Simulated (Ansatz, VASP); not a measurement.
One calculation of WC, two programs

```
W C
1.0
     2.92236    0.00000    0.00000
    -1.46118    2.53084    0.00000
     0.00000    0.00000    2.84629
W C
1 1
Direct
  0.00000 0.00000 0.00000
  0.33333 0.66667 0.50000
```

Alike in both runs: functional PBE; k mesh 17 × 17 × 15; occupations fermi-dirac, width 0.1 eV; no spin polarisation.

Ansatz relaxed the structure, and its values are those at the end. VASP's run is a single point on that final structure, the one shown.

```csv
,VASP,Ansatz
version,VASP 6.6.1,Ansatz 0.2.0
potentials or method,"VASP PAW PBE potentials, release 64 (W_sv, C)","PAW with Ansatz's default frozen-core files, scalar-relativistic"
plane-wave cutoff (eV),520,420
valence electrons in the cell,18,18
```

|  | VASP | Ansatz | Ansatz less VASP |
| --- | --- | --- | --- |
| pressure (GPa) | 1.1 | 0.0 | -1.06 |

Spin-orbit coupling is off throughout.
